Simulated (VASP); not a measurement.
Write the native input for VASP 6.6.1 that does the following.

| Quantity | Value |
| --- | --- |
| Task | relaxation of cell and atoms |
| Functional | PBE |
| Potentials or basis | VASP PAW PBE potentials, release 64 (Au) |
| Cutoff | 600 eV |
| k mesh | 10 × 10 × 10 |
| Occupations | fermi-dirac, width 0.05 eV |
| Spin | no spin polarisation |
| Dipole correction | no |
| Further INCAR settings | ALGO = Fast; EDIFF = 1e-07; IBRION = 2; EDIFFG = -0.01; NSW = 60; ISIF = 3 |

The structure of Au lies in POSCAR:

```
Au
1.0
    2.7484100000      0.0000000000      0.0000000000
    0.0000000000      2.7484100000      0.0000000000
    0.0000000000      0.0000000000      2.7484100000
Au
1
Direct
    0.5000000000      0.5000000000      0.5000000000
```

These files were run (other wordings do the same):

INCAR

```
SYSTEM = Au
PREC = Accurate
ENCUT = 600
EDIFF = 1E-7
ISMEAR = -1
SIGMA = 0.05
LREAL = .FALSE.
LASPH = .TRUE.
NELM = 60
ALGO = Fast
ISIF = 3
LWAVE = .FALSE.
LCHARG = .FALSE.
GGA = PE
IBRION = 2
NSW = 60
EDIFFG = -0.01
```

KPOINTS

```
regular mesh
0
G
  10 10 10
  0 0 0
```

Potentials or basis: VASP PAW PBE potentials, release 64 (Au).

Command:

```bash
$ cat potpaw_PBE.64/Au/POTCAR > POTCAR
$ mpirun -np 1 vasp_std > vasp.out
```

It gave:

The relaxed volume is 20.79 Å³/atom and the relaxed cell is a = 2.749 Å, b = 2.749 Å, c = 2.749 Å, α = 90.00°, β = 90.00°, γ = 90.00°. The space group after relaxing (to 0.05 Å) is Pm-3m (No. 221). The energy gained by relaxing is 0.0 meV/atom. The ionic steps are 3 and the pressure after relaxing is 0.0 GPa.

Wall time 8 s on 1 thread of Intel(R) Xeon(R) 6975P-C (Granite Rapids), with other jobs on the host, peak memory 0.15 GiB.
